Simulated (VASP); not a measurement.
The system is LiCl.

```
Cl Li
1.0
     0.00000    2.56477    2.56477
     2.56477    0.00000    2.56477
     2.56477    2.56477    0.00000
Cl Li
1 1
Direct
  0.50000 0.50000 0.50000
  0.00000 0.00000 0.00000
```

```yaml
Program: VASP 6.6.1
Task: relaxation of cell and atoms
Functional: HF
Potentials_or_basis: VASP PAW PBE potentials, release 64 (Cl, Li_sv)
Cutoff: 600 eV
k_mesh: 5 × 5 × 5
Occupations: fermi-dirac, width 0.05 eV
Spin: no spin polarisation
```

At the start: pressure 2.2 GPa; volume 16.87 Å³/atom.

Task: How do energy, volume and symmetry change on relaxing?

Result: Over 3 steps the energy falls by 7.5 meV/atom and the volume is 18.07 Å³/atom (+7.1 %); space group Fm-3m (No. 225, to 0.1 Å) before and after.

Step by step:
```csv
step,energy change (eV),largest force (eV/Å),pressure (GPa),volume (Å³)
1,0.0000,0.0000,2.21,33.74
2,-0.0116,0.0000,1.03,34.89
3,-0.0150,0.0000,-0.08,36.13
```

Final structure:
```cif
data_structure
_symmetry_space_group_name_H-M 'P 1'
_symmetry_Int_Tables_number 1
_cell_length_a 3.7109
_cell_length_b 3.7109
_cell_length_c 3.7109
_cell_angle_alpha 60.000
_cell_angle_beta 60.000
_cell_angle_gamma 60.000
_cell_volume 36.13
loop_
_atom_site_label
_atom_site_type_symbol
_atom_site_fract_x
_atom_site_fract_y
_atom_site_fract_z
_atom_site_occupancy
Cl1 Cl 0.50000 0.50000 0.50000 1
Li1 Li 0.00000 0.00000 0.00000 1
```

Caveat: the k points lie up to 0.41 Å⁻¹ apart in the final cell; the cutoff is under 1.25 times the usual one of these potentials, so pressure, stress and relaxed cells hold a basis-set (Pulay) error; the PAW data sets were made with another functional, which shifts forces and pressure a little.
